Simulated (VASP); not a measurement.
# Lu: single point with PBE

Lu:

```
CELL_PARAMETERS angstrom
2.75294 0.00000 0.00000
-1.37647 2.38412 0.00000
0.00000 0.00000 8.86244
ATOMIC_POSITIONS crystal
Lu 0.00000 0.00000 0.00000
Lu 0.00000 0.00000 0.50000
Lu 0.33333 0.66667 0.25000
Lu 0.66667 0.33333 0.75000
```

This cell differs from its parent crystal: volume scaled by 0.5.

- Program: VASP 6.6.1
- Task: single point
- Functional: PBE
- Potentials or basis: VASP PAW PBE potentials, release 64 (Lu)
- Cutoff: 520 eV
- k mesh: 10 × 10 × 3
- Occupations: fermi-dirac, width 0.1 eV
- Spin: no spin polarisation
- Dipole correction: no
- Further INCAR settings: ALGO = Normal; EDIFF = 1e-06; NBANDS = 58

| Property | Result |
| --- | --- |
| Pressure | 102.4 GPa |
| Band gap on the k mesh | zero (band 50 reaches 7.76 eV, above the bottom of band 51 at 4.88 eV) |

Stress tensor (GPa, compression positive):
```
102.52   0.00   0.00
  0.00 102.52   0.00
  0.00   0.00 102.23
```

Levels at points of the mesh, in eV from the Fermi level:
| k point | band 46 | band 47 | band 48 | band 49 | band 50 | band 51 | band 52 | band 53 | band 54 | band 55 |
| --- | --- | --- | --- | --- | --- | --- | --- | --- | --- | --- |
| (0.00, 0.00, 0.00) | -4.23 | -4.17 | -4.10 | 1.57 | 1.62 | 1.99 | 1.99 | 2.17 | 2.17 | 2.75 |
| (0.50, 0.00, 0.00) | -4.37 | -3.74 | -2.49 | -1.63 | -0.91 | -0.60 | 1.01 | 1.86 | 2.48 | 3.97 |

It took 2.9 min on 1 thread of Oxide Virtual Turin-like Processor, on a shared host, peak memory 0.19 GiB.

Caveat: spin-orbit coupling is left out, which moves the levels of the heavy elements.
